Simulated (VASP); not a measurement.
A run of VASP 6.6.1 is set up as follows.

The input INCAR:

```
SYSTEM = Se
ALGO = Normal
EDIFF = 1E-6
ENCUT = 520
GGA = PS
ISIF = 2
ISMEAR = -1
LASPH = .TRUE.
LCHARG = .FALSE.
LREAL = .FALSE.
LWAVE = .FALSE.
NBANDS = 13
NELM = 100
PREC = Accurate
SIGMA = 0.1
```

KPOINTS

```
k-points
0
G
  12 12 9
  0 0 0
```

Contents of POSCAR:

```
Se
1.0
    3.5124884154      0.0000000000      0.0000000000
   -1.7562442077      3.0419041982      0.0000000000
    0.0000000000      0.0000000000      3.7777398164
Se
2
Direct
    0.3333333333      0.6666666667      0.2500000000
    0.6666666667      0.3333333333      0.7500000000
```

Potentials or basis: VASP PAW PBE potentials, release 64 (Se).

Run with:

```bash
$ cat potpaw_PBE.64/Se/POTCAR > POTCAR
$ mpirun -np 1 vasp_std > vasp.out
```

Problem. Predict the band gap on the k mesh.

Solution. Zero (band 6 reaches 6.76 eV, above the bottom of band 7 at 4.04 eV).

Problem. What does it give for the pressure?

Solution. 3.4 GPa.

Stress tensor (GPa, compression positive):
```
3.01 0.00 0.00
0.00 3.01 0.00
0.00 0.00 4.26
```

Caveat: the PAW data sets were made with another functional, which shifts forces and pressure a little.
